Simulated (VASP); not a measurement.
# CdSe (Cadmoselite) (P6_3mc) in VASP: further runs

The runs below take CdSe (Cadmoselite) through single point, with LDA.

Program: VASP 6.6.1. These are calculated values, not measurements. Logs are shortened: lines on timing, memory, paths and dates and some standing lists are left out, and cuts for length are marked.

**1. The cell of the first run**

The structure is hexagonal, space group P6_3mc (No. 186). Conventional cell: a = 4.212 Å, b = 4.212 Å, c = 6.877 Å, α = 90.00°, β = 90.00°, γ = 120.00°. Within 3.4 Å of Cd (site symmetry 3m) lie 4 Se at 2.56 to 2.65 Å. Within 3.4 Å of Se (site symmetry 3m) lie 4 Cd at 2.56 to 2.65 Å.

**2. Single point, LDA (volume scaled by 0.94)**

INCAR reads:

```
PREC = Accurate ; ENCUT = 520
EDIFF = 1E-7 ; ISMEAR = -1
SIGMA = 0.05 ; LREAL = False
LASPH = True ; NELM = 60
ALGO = Normal ; ISIF = 2
LWAVE = False ; LCHARG = False
GGA = CA ; NBANDS = 26
```

KPOINTS reads:

```
regular mesh
0
Gamma
  7 7 4
```

POSCAR reads:

```
CdSe
1.0
    4.2122202675      0.0000000000      0.0000000000
   -2.1061101337      3.6478897580      0.0000000000
    0.0000000000      0.0000000000      6.8766944832
Cd Se
2 2
Direct
    0.6666666667      0.3333333333      0.5000000000
    0.3333333333      0.6666666667      0.0000000000
    0.6666666667      0.3333333333      0.8850000000
    0.3333333333      0.6666666667      0.3850000000
```

Potentials or basis: VASP PAW LDA potentials, release 64 (Cd, Se).

The run is started by

```bash
$ cat potpaw_LDA.64/Cd/POTCAR potpaw_LDA.64/Se/POTCAR > POTCAR
$ mpirun -np 1 vasp_std > vasp.out
```

OUTCAR:

```text
PREC = Accurate
   ENCUT = 520
   EDIFF = 1E-7
   ISMEAR = -1
   LREAL = False
   LASPH = True
   NELM = 60
   ISIF = 2
   GGA = CA

 ion  position               nearest neighbor table
   1  0.667  0.333  0.500-   4 2.56   4 2.56   4 2.56   3 2.65
   2  0.333  0.667  0.000-   3 2.56   3 2.56   3 2.56   4 2.65
   3  0.667  0.333  0.885-   2 2.56   2 2.56   2 2.56   1 2.65
   4  0.333  0.667  0.385-   1 2.56   1 2.56   1 2.56   2 2.65

  LATTYP: Found a hexagonal cell.
 ALAT       =     4.2122202675
 C/A-ratio  =     1.6325581395

  Lattice vectors:

 A1 = (   4.2122202675,   0.0000000000,   0.0000000000)
 A2 = (  -2.1061101337,   3.6478897580,   0.0000000000)
 A3 = (   0.0000000000,   0.0000000000,   6.8766944832)

Analysis of symmetry for initial positions (statically):
=====================================================================
 Subroutine PRICEL returns:
 Original cell was already a primitive cell.

 Routine SETGRP: Setting up the symmetry group for a
 hexagonal supercell.

 Subroutine GETGRP returns: Found 12 space group operations
 (whereof  6 operations were pure point group operations)
 out of a pool of 24 trial point group operations.

The static configuration has the point symmetry C_3v.
 The point group associated with its full space group is C_6v.

Analysis of symmetry for dynamics (positions and initial velocities):
=====================================================================
 Subroutine PRICEL returns:
 Original cell was already a primitive cell.

 Routine SETGRP: Setting up the symmetry group for a
 hexagonal supercell.

 Subroutine GETGRP returns: Found 12 space group operations
 (whereof  6 operations were pure point group operations)
 out of a pool of 24 trial point group operations.

The dynamic configuration has the point symmetry C_3v.
 The point group associated with its full space group is C_6v.

 Subroutine INISYM returns: Found 12 space group operations
 (whereof  6 operations are pure point group operations),
 and found     1 'primitive' translations

----------------------------------------------------------------------------------------

                                     Primitive cell

  volume of cell :     105.6653

  direct lattice vectors                    reciprocal lattice vectors
     4.212220268  0.000000000  0.000000000     0.237404489  0.137065546  0.000000000
    -2.106110134  3.647889758  0.000000000     0.000000000  0.274131091  0.000000000
     0.000000000  0.000000000  6.876694483     0.000000000  0.000000000  0.145418704

  length of vectors
     4.212220268  4.212220267  6.876694483     0.274131091  0.274131091  0.145418704

  position of ions in fractional coordinates (direct lattice)
     0.666666667  0.333333333  0.500000000
     0.333333333  0.666666667  0.000000000
     0.666666667  0.333333333  0.885000000
     0.333333333  0.666666667  0.385000000

  ion indices of the primitive-cell ions
   primitive index   ion index
                 1           1
                 2           2
                 3           3
                 4           4

----------------------------------------------------------------------------------------

 KPOINTS: regular mesh

Automatic generation of k-mesh.
 Grid dimensions read from file:
 generate k-points for:    7    7    4

 Generating k-lattice:

  Cartesian coordinates                     Fractional coordinates (reciprocal lattice)
     0.033914927  0.019580792  0.000000000     0.142857143  0.000000000  0.000000000
     0.000000000  0.039161584  0.000000000     0.000000000  0.142857143  0.000000000
     0.000000000  0.000000000  0.036354676     0.000000000  0.000000000  0.250000000

  Length of vectors
     0.039161584  0.039161584  0.036354676

  Shift w.r.t. Gamma in fractional coordinates (k-lattice)
     0.000000000  0.000000000  0.000000000

 Subroutine IBZKPT returns following result:
 ===========================================

 Found     24 irreducible k-points:

 Following reciprocal coordinates:
            Coordinates               Weight
  0.000000  0.000000  0.000000      1.000000
  0.142857  0.000000  0.000000      6.000000
  0.285714  0.000000  0.000000      6.000000
  0.428571 -0.000000  0.000000      6.000000
  0.142857  0.142857  0.000000      6.000000
  0.285714  0.142857  0.000000     12.000000
[... 16 lines left out ...]
  0.428571  0.142857  0.500000      6.000000
  0.285714  0.285714  0.500000      6.000000
   k-points           NKPTS =     24   k-points in BZ     NKDIM =     24   number of bands    NBANDS=     26
   number of dos      NEDOS =    301   number of ions     NIONS =      4
   total plane-waves  NPLWV =  55296
   dimension x,y,z NGX =    32 NGY =   32 NGZ =   54
   dimension x,y,z NGXF=    64 NGYF=   64 NGZF=  108
   ions per type =               2   2
   NGX,Y,Z   is equivalent  to a cutoff of  12.63, 12.63, 13.05 a.u.
   NGXF,Y,Z  is equivalent  to a cutoff of  25.26, 25.26, 26.11 a.u.
 SYSTEM =  unknown system
[... 33 lines left out ...]
   LORBIT       =      0    0 simple, 1 ext, 2 COOP (PROOUT), +10 PAW based schemes
   GGA     = CA    functional components
   LHFCALC =     F    Hartree Fock is set to
   AEXX    =    0.0000 exact exchange contribution
   IVDW    =     0    specifies the selected vdW correction
   LEPSILON=     F    determine dielectric tensor
   LRPA    =     F    only Hartree local field effects (RPA)
 non-spin polarized calculation
  energy-cutoff  :      520.00
  volume of cell :      105.67
 maximum number of plane-waves:      2870
 NGX is ok and might be reduce to    32
   NGX = 15   NGY = 15   NGZ = 25

 number of electron      35.9999995 magnetization

 Free energy of the ion-electron system (eV)
  ---------------------------------------------------
  ext. energy  EPLUGINS =         0.00000000
  ---------------------------------------------------
  free energy    TOTEN  =       -13.47047886 eV

  energy without entropy =      -13.47044286  energy(sigma->0) =      -13.47046086

 E-fermi :   1.6605     XC(G=0):  -9.5634

 val. band max:        1.3372337437   @ k =   0.0000   0.0000   0.0000
 cond. band min:       1.9265462799   @ k =   0.0000   0.0000   0.0000
 fundamental gap:      0.5893125362
 Fermi energy:         1.6604551335

 k-point     1 :       0.0000    0.0000    0.0000
  band No.  band energies     occupation
      1     -11.6840      2.00000
      2     -11.2538      2.00000
      3      -6.8601      2.00000
      4      -6.8601      2.00000
      5      -6.7952      2.00000
      6      -6.7952      2.00000
[... 18 lines left out ...]
     25       8.2702      0.00000
     26       9.0575      0.00000

 k-point     2 :       0.1429    0.0000    0.0000
  band No.  band energies     occupation
      1     -11.6101      2.00000
      2     -11.2181      2.00000
      3      -6.8287      2.00000
      4      -6.8217      2.00000
      5      -6.7637      2.00000
      6      -6.7555      2.00000
[... 18 lines left out ...]
     25       8.6175      0.00000
     26       8.7979      0.00000

 k-point     3 :       0.2857    0.0000    0.0000
  band No.  band energies     occupation
      1     -11.4333      2.00000
      2     -11.1456      2.00000
      3      -6.7659      2.00000
      4      -6.7540      2.00000
      5      -6.6647      2.00000
      6      -6.6405      2.00000
[... 18 lines left out ...]
     25       8.9505      0.00000
     26       9.3683      0.00000

 k-point     4 :       0.4286   -0.0000    0.0000
  band No.  band energies     occupation
      1     -11.2701      2.00000
      2     -11.1063      2.00000
      3      -6.7306      2.00000
      4      -6.7277      2.00000
      5      -6.5929      2.00000
      6      -6.5439      2.00000
[... 18 lines left out ...]
     25       9.2204      0.00000
     26      10.5923      0.00000
[... 496 lines left out ...]
      1     -11.2031      2.00000
      2     -11.2031      2.00000
      3      -6.6918      2.00000
      4      -6.6918      2.00000
      5      -6.6618      2.00000
      6      -6.6618      2.00000
[... 18 lines left out ...]
     25       9.0433      0.00000
     26       9.0433      0.00000

 k-point    23 :       0.4286    0.1429    0.5000
  band No.  band energies     occupation
      1     -11.1516      2.00000
      2     -11.1516      2.00000
      3      -6.6731      2.00000
      4      -6.6731      2.00000
      5      -6.6492      2.00000
      6      -6.6492      2.00000
[... 18 lines left out ...]
     25       9.7779      0.00000
     26       9.7779      0.00000

 k-point    24 :       0.2857    0.2857    0.5000
  band No.  band energies     occupation
      1     -11.1399      2.00000
      2     -11.1399      2.00000
      3      -6.6592      2.00000
      4      -6.6592      2.00000
      5      -6.6364      2.00000
      6      -6.6364      2.00000
[... 18 lines left out ...]
     25       9.3526      0.00000
     26       9.3526      0.00000

------------------------ aborting loop because EDIFF is reached ----------------------------------------

  FORCE on cell =-STRESS in cart. coord.  units (eV):
  Direction    XX          YY          ZZ          XY          YZ          ZX
  --------------------------------------------------------------------------------------
  -------------------------------------------------------------------------------------
  Total        2.0570120      2.0570120      0.3808910      0.0000000      0.0000000      0.0000000
  in kB       31.1899665     31.1899665      5.7753559      0.0000000      0.0000000      0.0000000
  external PRESSURE =      22.7184297 kB  Pullay stress =       0.0000000 kB

 VOLUME and BASIS-vectors are now :
 -----------------------------------------------------------------------------
  energy-cutoff  :      520.00
  volume of cell :      105.67
      direct lattice vectors                 reciprocal lattice vectors
     4.212220268  0.000000000  0.000000000     0.237404489  0.137065546  0.000000000
    -2.106110134  3.647889758  0.000000000     0.000000000  0.274131091  0.000000000
     0.000000000  0.000000000  6.876694483     0.000000000  0.000000000  0.145418704

 POSITION                                       TOTAL-FORCE (eV/Angst)
 -----------------------------------------------------------------------------------
      2.10611      1.21596      3.43835        -0.000000      0.000000      0.334474
     -0.00000      2.43193      0.00000         0.000000      0.000000      0.334474
      2.10611      1.21596      6.08587         0.000000      0.000000     -0.334474
     -0.00000      2.43193      2.64753        -0.000000      0.000000     -0.334474
 -----------------------------------------------------------------------------------
    total drift:                                0.000000      0.000000      0.000409

  FREE ENERGIE OF THE ION-ELECTRON SYSTEM (eV)
  ---------------------------------------------------
  free  energy   TOTEN  =       -13.4704788607 eV

  energy  without entropy=      -13.4704428597  energy(sigma->0) =      -13.47046086
```

Wall time 44 s (1 thread of Intel Xeon Platinum 8375C at 2.90GHz (Ice Lake), shared host); peak memory 0.21 GiB.

Results:

```
Free energy            : -13.4705 eV
Pressure               : 2.3 GPa
Largest force          : 0.334 eV/Å
Band gap on the k mesh : 0.59 eV, direct
```

Forces on the atoms (eV/Å):
```
Cd   0.000  0.000  0.334
Cd   0.000  0.000  0.334
Se   0.000  0.000 -0.334
Se   0.000  0.000 -0.334
```

Levels at points of the mesh, in eV from the valence-band top:
| k point | band 16 | band 17 | band 18 | band 19 | band 20 | band 21 |
| --- | --- | --- | --- | --- | --- | --- |
| (0.00, 0.00, 0.00) | -0.03 | 0.00 | 0.00 | 0.59 | 1.98 | 5.72 |
| (0.00, 0.00, 0.50) | -0.43 | -0.43 | -0.43 | 2.26 | 2.26 | 5.74 |

**3. Single point, LDA (volume scaled by 0.96)**

INCAR reads:

```
SYSTEM = CdSe
PREC = Accurate
ENCUT = 520
EDIFF = 1E-7
ISMEAR = -1
SIGMA = 0.05
LREAL = .False.
LASPH = .True.
NELM = 60
ALGO = Normal
ISIF = 2
LWAVE = .False.
LCHARG = .True.
GGA = CA
LELF = .True.
LVHAR = .True.
NBANDS = 26
```

KPOINTS reads:

```
regular mesh
0
Gamma
  7 7 4
  0 0 0
```

POSCAR reads:

```
CdSe
1.0
    4.2418847678      0.0000000000      0.0000000000
   -2.1209423839      3.6735799689      0.0000000000
    0.0000000000      0.0000000000      6.9251235047
Cd Se
2 2
Direct
    0.6666666667      0.3333333333      0.5000000000
    0.3333333333      0.6666666667      0.0000000000
    0.6666666667      0.3333333333      0.8850000000
    0.3333333333      0.6666666667      0.3850000000
```

Potentials or basis: VASP PAW LDA potentials, release 64 (Cd, Se).

The run is started by

```bash
$ cat potpaw_LDA.64/Cd/POTCAR potpaw_LDA.64/Se/POTCAR > POTCAR
$ mpirun -np 1 vasp_std > vasp.out
```

It took 41 s on 1 thread of Intel Xeon Platinum 8375C at 2.90GHz (Ice Lake), shared host; peak memory 0.22 GiB.

Results (log left out):

```yaml
Free_energy: -13.4928 eV
Pressure: 0.9 GPa
Largest_force: 0.310 eV/Å
Band_gap_on_the_k_mesh: 0.55 eV, direct
```

Forces in eV/Å, atoms in the order of the input:
```
Cd   0.000  0.000  0.310
Cd   0.000  0.000  0.310
Se   0.000  0.000 -0.310
Se   0.000  0.000 -0.310
```

Stress tensor (GPa, compression positive):
```
 1.65  0.00  0.00
 0.00  1.65  0.00
 0.00  0.00 -0.58
```

Levels at points of the mesh, in eV from the valence-band top:
```tsv
k point	band 14	band 15	band 16	band 17	band 18	band 19	band 20	band 21	band 22	band 23
(0.00, 0.00, 0.00)	-0.79	-0.79	-0.02	0.00	0.00	0.55	1.96	5.73	5.73	6.00
(0.00, 0.00, 0.50)	-2.76	-0.41	-0.41	-0.41	-0.41	2.22	2.22	5.71	5.71	6.13
```

**4. Single point, LDA (volume scaled by 0.98)**

INCAR reads:

```
SYSTEM = CdSe
  PREC = Accurate
  ENCUT = 520
  EDIFF = 1E-6
  ISMEAR = -1
  SIGMA = 0.05
  LREAL = .FALSE.
  LASPH = .TRUE.
  NELM = 80
  ALGO = Normal
  ISIF = 2
  LWAVE = .FALSE.
  LCHARG = .FALSE.
  GGA = CA
  NBANDS = 26
```

KPOINTS reads:

```
Automatic mesh
0
G
  7 7 4
  0 0 0
```

POSCAR reads:

```
CdSe
1.0
    4.2711400700      0.0000000000      0.0000000000
   -2.1355700350      3.6989158038      0.0000000000
    0.0000000000      0.0000000000      6.9728844864
Cd Se
2 2
Direct
    0.6666666667      0.3333333333      0.5000000000
    0.3333333333      0.6666666667      0.0000000000
    0.6666666667      0.3333333333      0.8850000000
    0.3333333333      0.6666666667      0.3850000000
```

The run is started by

```bash
$ cat potpaw_LDA.64/Cd/POTCAR potpaw_LDA.64/Se/POTCAR > POTCAR
$ mpirun -np 1 vasp_std > vasp.out
```

Run time: 36 s. Hardware: 1 thread of Intel Xeon Platinum 8375C at 2.90GHz (Ice Lake), shared host; peak memory 0.22 GiB.

It converged, with:

```
Free energy            : -13.4970 eV
Pressure               : -0.3 GPa
Largest force          : 0.287 eV/Å
Band gap on the k mesh : 0.50 eV, direct
```

Forces in eV/Å, atoms in the order of the input:
```
Cd   0.000  0.000  0.287
Cd   0.000  0.000  0.287
Se   0.000  0.000 -0.287
Se   0.000  0.000 -0.287
```

Stress tensor (GPa, compression positive):
```
 0.35  0.00  0.00
 0.00  0.35  0.00
 0.00  0.00 -1.60
```

Levels at points of the mesh, in eV from the valence-band top:
```tsv
k point	band 15	band 16	band 17	band 18	band 19	band 20	band 21	band 22
(0.00, 0.00, 0.00)	-0.76	-0.02	0.00	0.00	0.50	1.94	5.73	5.73
(0.00, 0.00, 0.50)	-0.40	-0.40	-0.40	-0.40	2.18	2.18	5.68	5.68
```

**5. Single point, LDA (volume scaled by 1.04)**

INCAR reads:

```
SYSTEM = CdSe
  ALGO = Normal
  EDIFF = 1E-7
  ENCUT = 520
  GGA = CA
  ISIF = 2
  ISMEAR = -1
  LASPH = .TRUE.
  LCHARG = .FALSE.
  LREAL = .FALSE.
  LWAVE = .FALSE.
  NBANDS = 26
  NELM = 80
  PREC = Accurate
  SIGMA = 0.05
```

KPOINTS reads:

```
k-points
0
G
  7 7 4
  0 0 0
```

POSCAR reads:

```
CdSe
1.0
    4.3565854364      0.0000000000      0.0000000000
   -2.1782927182      3.7729136617      0.0000000000
    0.0000000000      0.0000000000      7.1123790148
Cd Se
2 2
Direct
    0.6666666667      0.3333333333      0.5000000000
    0.3333333333      0.6666666667      0.0000000000
    0.6666666667      0.3333333333      0.8850000000
    0.3333333333      0.6666666667      0.3850000000
```

The run is started by

```bash
$ cat potpaw_LDA.64/Cd/POTCAR potpaw_LDA.64/Se/POTCAR > POTCAR
$ mpirun -np 1 vasp_std > vasp.out
```

Wall time 40 s (1 thread of Intel Xeon Platinum 8375C at 2.90GHz (Ice Lake), shared host); peak memory 0.22 GiB.

Results (log left out):

| Item | Value |
| --- | --- |
| Free energy | -13.4204 eV |
| Pressure | -3.2 GPa |
| Largest force | 0.227 eV/Å |
| Band gap on the k mesh | 0.38 eV, direct |

Forces on the atoms (eV/Å):
```
Cd   0.000  0.000  0.227
Cd   0.000  0.000  0.227
Se   0.000  0.000 -0.227
Se   0.000  0.000 -0.227
```

Stress tensor (GPa, compression positive):
```
-2.77  0.00  0.00
 0.00 -2.77  0.00
 0.00  0.00 -4.02
```

Levels at points of the mesh, in eV from the valence-band top:
```
           k point  band 16  band 17  band 18  band 19  band 20  band 21
(0.00, 0.00, 0.00)     0.00     0.00     0.00     0.38     1.88     5.73
(0.00, 0.00, 0.50)    -0.35    -0.35    -0.35     2.07     2.07     5.59
```

**6. Single point, LDA (volume scaled by 1.06)**

INCAR reads:

```
ALGO = Normal
EDIFF = 1E-7
ENCUT = 520
ISIF = 2
ISMEAR = -1
LASPH = True
LCHARG = True
LELF = True
LREAL = False
LVHAR = True
LWAVE = False
NBANDS = 26
NELM = 60
PREC = Accurate
SIGMA = 0.05
```

KPOINTS reads:

```
k-points
0
Gamma
  7 7 4
```

POSCAR reads:

```
CdSe
1.0
    4.3843351364      0.0000000000      0.0000000000
   -2.1921675682      3.7969456069      0.0000000000
    0.0000000000      0.0000000000      7.1576820134
Cd Se
2 2
Direct
    0.6666666667      0.3333333333      0.5000000000
    0.3333333333      0.6666666667      0.0000000000
    0.6666666667      0.3333333333      0.8850000000
    0.3333333333      0.6666666667      0.3850000000
```

Potentials or basis: VASP PAW LDA potentials, release 64 (Cd, Se).

The run is started by

```bash
$ cat potpaw_LDA.64/Cd/POTCAR potpaw_LDA.64/Se/POTCAR > POTCAR
$ mpirun -np 1 vasp_std > vasp.out
```

It took 53 s on 1 thread of Intel Xeon Platinum 8375C at 2.90GHz (Ice Lake), shared host; peak memory 0.24 GiB.

It converged, with:

| Quantity | Value |
| --- | --- |
| Free energy | -13.3703 eV |
| Pressure | -3.9 GPa |
| Largest force | 0.210 eV/Å |
| Band gap on the k mesh | 0.34 eV, direct |

Forces on the atoms (eV/Å):
```
Cd   0.000  0.000  0.210
Cd   0.000  0.000  0.210
Se   0.000  0.000 -0.210
Se   0.000  0.000 -0.210
```

Stress tensor (GPa, compression positive):
```
-3.59  0.00  0.00
 0.00 -3.59  0.00
 0.00  0.00 -4.65
```

Levels at points of the mesh, in eV from the valence-band top:
```
           k point  band 16  band 17  band 18  band 19  band 20  band 21
(0.00, 0.00, 0.00)     0.00     0.00     0.00     0.34     1.85     5.73
(0.00, 0.00, 0.50)    -0.34    -0.34    -0.34     2.03     2.03     5.56
```

**7. The runs side by side**

```tsv
cell	gap on the mesh (eV)	pressure (GPa)	largest force (eV/Å)
a = 4.212, b = 4.212, c = 6.877 Å, angles 90.0, 90.0, 120.0°, 4 atoms	0.59	2.3	0.33
a = 4.242, b = 4.242, c = 6.925 Å, angles 90.0, 90.0, 120.0°, 4 atoms	0.55	0.9	0.31
a = 4.271, b = 4.271, c = 6.973 Å, angles 90.0, 90.0, 120.0°, 4 atoms	0.50	-0.3	0.29
a = 4.357, b = 4.357, c = 7.112 Å, angles 90.0, 90.0, 120.0°, 4 atoms	0.38	-3.2	0.23
a = 4.384, b = 4.384, c = 7.158 Å, angles 90.0, 90.0, 120.0°, 4 atoms	0.34	-3.9	0.21
```

Alike in all rows: task single point; level LDA; potentials or basis VASP PAW LDA potentials, release 64 (Cd, Se); no spin polarisation; k mesh 7 × 7 × 4; cutoff (eV) 520; smearing fermi-dirac 0.05 eV.

Total energies depend on the potentials used, so only differences within one code and one set of settings carry meaning.
